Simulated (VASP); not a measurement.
MgO:

```
CELL_PARAMETERS angstrom
3.28883 0.00000 0.00000
-1.64441 2.84821 0.00000
0.00000 0.00000 5.03226
ATOMIC_POSITIONS crystal
Mg 0.37853 0.72250 0.03032
Mg 0.64752 0.28329 0.49715
O 0.34097 0.68730 0.37716
O 0.63298 0.30692 0.90457
```

- Program: VASP 6.6.1
- Task: relaxation of cell and atoms
- Functional: r2SCAN
- Potentials or basis: VASP PAW PBE potentials, release 64 (Mg, O)
- Cutoff: 600 eV
- k mesh: 6 × 6 × 4
- Occupations: gaussian, width 0.05 eV
- Spin: no spin polarisation

At the start: pressure 8.6 GPa; volume 11.78 Å³/atom.

**Question.** Where does the relaxation end?

**Answer.** Over 25 steps the energy falls by 238.9 meV/atom and the volume is 11.72 Å³/atom (-0.6 %); space group P1 (No. 1, to 0.1 Å) before, P6_3mc (No. 186, to 0.1 Å).

The path:
```csv
step,energy change (eV),largest force (eV/Å),pressure (GPa),volume (Å³)
1,0.0000,4.4192,8.65,47.14
2,-0.5056,1.5205,-7.09,51.46
3,-0.8071,0.8351,-5.80,49.53
4,-0.8073,0.8495,-5.69,49.49
5,-0.9225,0.3068,0.00,46.95
6,-0.9242,0.2598,0.99,46.62
7,-0.9398,0.2255,0.47,46.80
8,-0.9410,0.3160,0.30,46.88
9,-0.9497,0.1849,-0.39,47.12
10,-0.9518,0.0969,-1.01,47.33
11,-0.9540,0.0774,0.23,46.85
12,-0.9541,0.0677,0.06,46.92
13,-0.9547,0.0331,0.08,46.90
14,-0.9548,0.0531,0.10,46.88
15,-0.9553,0.0377,-0.04,46.92
16,-0.9554,0.0337,-0.19,46.96
17,-0.9554,0.0317,-0.16,46.95
18,-0.9556,0.0173,0.01,46.87
19,-0.9556,0.0209,0.04,46.86
20,-0.9557,0.0133,0.01,46.87
21,-0.9557,0.0166,0.00,46.87
22,-0.9557,0.0280,-0.03,46.88
23,-0.9557,0.0185,-0.01,46.87
24,-0.9557,0.0168,-0.01,46.87
25,-0.9557,0.0061,-0.02,46.87
```

Final structure:
```yaml
crystal:
  lattice:
    - [3.28142, 0.00112, 0.00071]
    - [-1.64105, 2.84327, -0.00026]
    - [-0.00002, 0.00034, 5.02303]
  atoms:
    - { symbol: Mg, position: [0.33315, 0.66648, 0.00482] }
    - { symbol: Mg, position: [0.66664, 0.33347, 0.50481] }
    - { symbol: O, position: [0.33356, 0.66704, 0.39976] }
    - { symbol: O, position: [0.66665, 0.33302, 0.89981] }
```

Caveat: the PAW data sets were made with another functional, which shifts forces and pressure a little.
